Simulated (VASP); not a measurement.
# Si2Mo (P6_222) in VASP: relaxation of the atoms with PBEsol

Aim: the relaxation of the atoms of Si2Mo with PBEsol.

Program: VASP 6.6.1. These are calculated values, not measurements. Logs are shortened: lines on timing, memory, paths and dates and some standing lists are left out, and cuts for length are marked.

## (1) The cell of the first run

The structure is hexagonal, space group P6_222 (No. 180). The conventional cell has a = 4.585 Å, b = 4.585 Å, c = 6.580 Å, α = 90.00°, β = 90.00°, γ = 120.00°. Within 3.4 Å of Si (site symmetry 2) lie 9 Si at 2.55 to 3.20 Å and 5 Mo at 2.57 to 2.67 Å. Mo (site symmetry 222) has 10 Si at 2.57 to 2.67 Å and 4 Mo at 3.17 Å within 3.4 Å.

## (2) Relaxation of the atoms, PBEsol

Contents of INCAR:

```
PREC = Accurate ; ENCUT = 520
EDIFF = 1E-7 ; ISMEAR = 0
SIGMA = 0.1 ; LREAL = F
LASPH = T ; NELM = 100
ALGO = Normal ; ISIF = 2
LWAVE = F ; LCHARG = F
GGA = PS ; IBRION = 2
NSW = 60 ; EDIFFG = -0.01
KPAR = 4
```

Contents of KPOINTS:

```
regular mesh
0
Gamma
  12 12 6
```

Contents of POSCAR:

```
Si2Mo
1.0
    4.5854715599      0.0000000000      0.0000000000
   -2.2927357800      3.9711348592      0.0000000000
    0.0000000000      0.0000000000      6.5797601000
Si Mo
6 3
Direct
    0.1638729800      0.8361270200      0.8333333300
    0.3277459600      0.1638729800      0.1666666700
    0.8361270200      0.6722540400      0.5000000000
    0.8361270200      0.1638729800      0.8333333300
    0.6722540400      0.8361270200      0.1666666700
    0.1638729800      0.3277459600      0.5000000000
    0.5000000000      0.0000000000      0.5000000000
    0.0000000000      0.5000000000      0.1666666700
    0.5000000000      0.5000000000      0.8333333300
```

Potentials or basis: VASP PAW PBE potentials, release 64 (Si, Mo_sv).

Launch:

```bash
cat potpaw_PBE.64/Si/POTCAR potpaw_PBE.64/Mo_sv/POTCAR > POTCAR
mpirun -np 4 vasp_std > vasp.out
```

OUTCAR:

```text
PREC = Accurate
   ENCUT = 520
   EDIFF = 1E-7
   ISMEAR = 0
   LREAL = F
   LASPH = T
   NELM = 100
   ISIF = 2
   GGA = PS
   IBRION = 2
   NSW = 60
   EDIFFG = -0.01

 ion  position               nearest neighbor table
   1  0.164  0.836  0.833-   3 2.55   2 2.55   7 2.57   8 2.57   4 2.60   9 2.64   9 2.64   9 2.67
                             4 2.67   4 2.67   6 3.15   5 3.15
   2  0.328  0.164  0.167-   6 2.55   1 2.55   7 2.57   9 2.57   5 2.60   8 2.64   8 2.64   8 2.67
                             5 2.67   5 2.67   3 3.15   4 3.15
   3  0.836  0.672  0.500-   1 2.55   5 2.55   9 2.57   8 2.57   6 2.60   7 2.64   7 2.64   7 2.67
                             6 2.67   6 2.67   2 3.15   4 3.15
   4  0.836  0.164  0.833-   6 2.55   5 2.55   7 2.57   8 2.57   1 2.60   9 2.64   9 2.64   9 2.67
                             1 2.67   1 2.67   3 3.15   2 3.15
   5  0.672  0.836  0.167-   3 2.55   4 2.55   7 2.57   9 2.57   2 2.60   8 2.64   8 2.64   8 2.67
                             2 2.67   2 2.67   6 3.15   1 3.15
   6  0.164  0.328  0.500-   4 2.55   2 2.55   9 2.57   8 2.57   3 2.60   7 2.64   7 2.64   7 2.67
                             3 2.67   3 2.67   5 3.15   1 3.15
   7  0.500  0.000  0.500-   1 2.57   4 2.57   2 2.57   5 2.57   6 2.64   3 2.64   6 2.64   3 2.64
                             6 2.67   3 2.67   8 3.17   8 3.17   9 3.17   9 3.17
   8  0.000  0.500  0.167-   3 2.57   6 2.57   4 2.57   1 2.57   2 2.64   5 2.64   2 2.64   5 2.64
                             5 2.67   2 2.67   7 3.17   7 3.17   9 3.17   9 3.17
   9  0.500  0.500  0.833-   3 2.57   6 2.57   5 2.57   2 2.57   1 2.64   4 2.64   1 2.64   4 2.64
                             1 2.67   4 2.67   7 3.17   7 3.17   8 3.17   8 3.17

  LATTYP: Found a hexagonal cell.
 ALAT       =     4.5854715599
 C/A-ratio  =     1.4349146024

  Lattice vectors:

 A1 = (   4.5854715599,   0.0000000000,   0.0000000000)
 A2 = (  -2.2927357800,   3.9711348592,   0.0000000000)
 A3 = (   0.0000000000,   0.0000000000,   6.5797601000)

Analysis of symmetry for initial positions (statically):
=====================================================================
 Subroutine PRICEL returns:
 Original cell was already a primitive cell.

 Routine SETGRP: Setting up the symmetry group for a
 hexagonal supercell.

 Subroutine GETGRP returns: Found 12 space group operations
 (whereof  4 operations were pure point group operations)
 out of a pool of 24 trial point group operations.

The static configuration has the point symmetry D_2 .
 The point group associated with its full space group is D_6 .

Analysis of symmetry for dynamics (positions and initial velocities):
=====================================================================
 Subroutine PRICEL returns:
 Original cell was already a primitive cell.

 Routine SETGRP: Setting up the symmetry group for a
 hexagonal supercell.

 Subroutine GETGRP returns: Found 12 space group operations
 (whereof  4 operations were pure point group operations)
 out of a pool of 24 trial point group operations.

The dynamic configuration has the point symmetry D_2 .
 The point group associated with its full space group is D_6 .

 Subroutine INISYM returns: Found 12 space group operations
 (whereof  4 operations are pure point group operations),
 and found     1 'primitive' translations

----------------------------------------------------------------------------------------

                                     Primitive cell

  volume of cell :     119.8143

  direct lattice vectors                    reciprocal lattice vectors
     4.585471560  0.000000000  0.000000000     0.218080079  0.125908592  0.000000000
    -2.292735780  3.971134859  0.000000000     0.000000000  0.251817185  0.000000000
     0.000000000  0.000000000  6.579760100     0.000000000  0.000000000  0.151981225

[... 121 lines left out ...]
   LORBIT       =      0    0 simple, 1 ext, 2 COOP (PROOUT), +10 PAW based schemes
   GGA     = PS    functional components
   LHFCALC =     F    Hartree Fock is set to
   AEXX    =    0.0000 exact exchange contribution
   IVDW    =     0    specifies the selected vdW correction
   LEPSILON=     F    determine dielectric tensor
   LRPA    =     F    only Hartree local field effects (RPA)
 conjugate gradient relaxation of ions
 non-spin polarized calculation
 Gauss-broadening in eV      SIGMA  =   0.10
  energy-cutoff  :      520.00
  volume of cell :      119.81
 maximum number of plane-waves:      3300
 NGX is ok and might be reduce to    36
   NGX = 17   NGY = 17   NGZ = 25

--------------------------------------- Ionic step        1  -------------------------------------------

 number of electron      65.9999996 magnetization

 Free energy of the ion-electron system (eV)
  ---------------------------------------------------
  ext. energy  EPLUGINS =         0.00000000
  ---------------------------------------------------
  free energy    TOTEN  =       -74.98601097 eV

  energy without entropy =      -74.98542097  energy(sigma->0) =      -74.98571597

------------------------ aborting loop because EDIFF is reached ----------------------------------------

  FORCE on cell =-STRESS in cart. coord.  units (eV):
  Direction    XX          YY          ZZ          XY          YZ          ZX
  --------------------------------------------------------------------------------------
  -------------------------------------------------------------------------------------
  Total       -0.8377132     -0.8377132     -0.8463024      0.0000000      0.0000000      0.0000000
  in kB      -11.2020427    -11.2020427    -11.3168997      0.0000000      0.0000000      0.0000000
  external PRESSURE =     -11.2403284 kB  Pullay stress =       0.0000000 kB

 VOLUME and BASIS-vectors are now :
 -----------------------------------------------------------------------------
  energy-cutoff  :      520.00
  volume of cell :      119.81
      direct lattice vectors                 reciprocal lattice vectors
     4.585471560  0.000000000  0.000000000     0.218080079  0.125908592  0.000000000
    -2.292735780  3.971134859  0.000000000     0.000000000  0.251817185  0.000000000
     0.000000000  0.000000000  6.579760100     0.000000000  0.000000000  0.151981225

 POSITION                                       TOTAL-FORCE (eV/Angst)
 -----------------------------------------------------------------------------------
     -1.16558      3.32037      5.48313         0.033799     -0.019514     -0.000000
      1.12715      0.65076      1.09663         0.033799      0.019514      0.000000
      2.29274      2.66961      3.28988         0.000000     -0.039028      0.000000
      3.45832      0.65076      5.48313        -0.033799      0.019514      0.000000
      1.16558      3.32037      1.09663        -0.033799     -0.019514      0.000000
     -0.00000      1.30152      3.28988        -0.000000      0.039028      0.000000
      2.29274      0.00000      3.28988        -0.000000      0.000000     -0.000000
     -1.14637      1.98557      1.09663        -0.000000      0.000000     -0.000000
      1.14637      1.98557      5.48313        -0.000000      0.000000     -0.000000
 -----------------------------------------------------------------------------------
    total drift:                               -0.000000     -0.000000      0.000060

  FREE ENERGIE OF THE ION-ELECTRON SYSTEM (eV)
  ---------------------------------------------------
  free  energy   TOTEN  =       -74.9860109713 eV

  energy  without entropy=      -74.9854209691  energy(sigma->0) =      -74.98571597

--------------------------------------- Ionic step        2  -------------------------------------------

 number of electron      65.9999996 magnetization

 Free energy of the ion-electron system (eV)
  ---------------------------------------------------
  ext. energy  EPLUGINS =         0.00000000
  ---------------------------------------------------
  free energy    TOTEN  =       -74.98627952 eV

  energy without entropy =      -74.98569029  energy(sigma->0) =      -74.98598490

 E-fermi :  12.8579     XC(G=0): -12.5433

 val. band max:       12.8337909902   @ k =   0.5000  -0.0000   0.5000
 cond. band min:      12.8713762554   @ k =   0.5000  -0.0000   0.0000
 fundamental gap:      0.0375852653
 Fermi energy:        12.8579381566

 k-point     1 :       0.0000    0.0000    0.0000
  band No.  band energies     occupation
      1     -48.2165      2.00000
      2     -48.1858      2.00000
      3     -48.1858      2.00000
      4     -22.4922      2.00000
      5     -22.4889      2.00000
      6     -22.4889      2.00000
[... 997 lines left out ...]
     38      14.2415      0.00000
     39      14.9081      0.00000

 [... further k-points ...]

------------------------ aborting loop because EDIFF is reached ----------------------------------------

  FORCE on cell =-STRESS in cart. coord.  units (eV):
  Direction    XX          YY          ZZ          XY          YZ          ZX
  --------------------------------------------------------------------------------------
  -------------------------------------------------------------------------------------
  Total       -0.8459375     -0.8459375     -0.8330505      0.0000000     -0.0000000      0.0000000
  in kB      -11.3120204    -11.3120204    -11.1396925      0.0000000     -0.0000000      0.0000000
  external PRESSURE =     -11.2545777 kB  Pullay stress =       0.0000000 kB

 VOLUME and BASIS-vectors are now :
 -----------------------------------------------------------------------------
  energy-cutoff  :      520.00
  volume of cell :      119.81
      direct lattice vectors                 reciprocal lattice vectors
     4.585471560  0.000000000  0.000000000     0.218080079  0.125908592  0.000000000
    -2.292735780  3.971134859  0.000000000     0.000000000  0.251817185  0.000000000
     0.000000000  0.000000000  6.579760100     0.000000000  0.000000000  0.151981225

 POSITION                                       TOTAL-FORCE (eV/Angst)
 -----------------------------------------------------------------------------------
     -1.16395      3.31943      5.48313         0.007142     -0.004123     -0.000000
      1.12878      0.65170      1.09663         0.007142      0.004123      0.000000
      2.29274      2.66773      3.28988         0.000000     -0.008246      0.000000
      3.45669      0.65170      5.48313        -0.007142      0.004123     -0.000000
      1.16395      3.31943      1.09663        -0.007142     -0.004123      0.000000
     -0.00000      1.30341      3.28988        -0.000000      0.008246      0.000000
      2.29274      0.00000      3.28988         0.000000      0.000000      0.000000
     -1.14637      1.98557      1.09663         0.000000     -0.000000      0.000000
      1.14637      1.98557      5.48313         0.000000      0.000000     -0.000000
 -----------------------------------------------------------------------------------
    total drift:                               -0.000000     -0.000000      0.000060

  FREE ENERGIE OF THE ION-ELECTRON SYSTEM (eV)
  ---------------------------------------------------
  free  energy   TOTEN  =       -74.9862795243 eV

  energy  without entropy=      -74.9856902856  energy(sigma->0) =      -74.98598490

 reached required accuracy - stopping structural energy minimisation
```

It took 65 s on 4 MPI ranks of AMD EPYC 9R45 (Zen 5), shared host; peak memory 0.41 GiB.

Results:

| Property | Result |
| --- | --- |
| Free energy | -74.9863 eV |
| Energy gained by relaxing | 0.0 meV/atom |
| Ionic steps | 2 |
| Pressure after relaxing | -1.1 GPa |
| Largest force after relaxing | 0.008 eV/Å |
| Band gap on the k mesh | 0.04 eV (least direct gap 0.53 eV) |

Forces in eV/Å, atoms in the order of the input:
```
Si   0.007 -0.004  0.000
Si   0.007  0.004  0.000
Si   0.000 -0.008  0.000
Si  -0.007  0.004  0.000
Si  -0.007 -0.004  0.000
Si   0.000  0.008  0.000
Mo   0.000  0.000  0.000
Mo   0.000  0.000  0.000
Mo   0.000  0.000  0.000
```

Step by step:
| step | energy change (eV) | largest force (eV/Å) | pressure (GPa) |
| --- | --- | --- | --- |
| 1 | 0.0000 | 0.0390 | -1.12 |
| 2 | -0.0003 | 0.0082 | -1.13 |

Final structure:
```
Si Mo
1.0
     4.58547    0.00000    0.00000
    -2.29274    3.97113    0.00000
     0.00000    0.00000    6.57976
Si Mo
6 3
Direct
  0.16411 0.83589 0.83333
  0.32822 0.16411 0.16667
  0.83589 0.67178 0.50000
  0.83589 0.16411 0.83333
  0.67178 0.83589 0.16667
  0.16411 0.32822 0.50000
  0.50000 0.00000 0.50000
  0.00000 0.50000 0.16667
  0.50000 0.50000 0.83333
```

Caveat: the PAW data sets were made with another functional, which shifts forces and pressure a little. A k mesh can miss the band edges.
